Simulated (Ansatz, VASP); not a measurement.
## One calculation of Ba, two programs

```
Ba
1.0
    -2.48322    2.48322    2.48322
     2.48322   -2.48322    2.48322
     2.48322    2.48322   -2.48322
Ba
1
Direct
  0.00000 0.00000 0.00000
```

Change from the starting cell: volume scaled by 0.98.

Alike in both runs: task single point; functional PBEsol; k mesh 10 × 10 × 10; occupations fermi-dirac, width 0.05 eV; no spin polarisation.

```csv
,VASP,Ansatz
version,VASP 6.6.1,Ansatz 0.2.0
potentials or method,"VASP PAW PBE potentials, release 64 (Ba_sv), cutoff 520 eV","all-electron LAPW, scalar-relativistic"
```

|  | VASP | Ansatz | Ansatz less VASP |
| --- | --- | --- | --- |
| pressure (GPa) | -0.4 | -0.4 | -0.06 |

VASP's potentials were made for PBE, not for PBEsol. Ansatz ran all-electron here, and VASP with PAW potentials.

Neither program's run includes spin-orbit coupling.
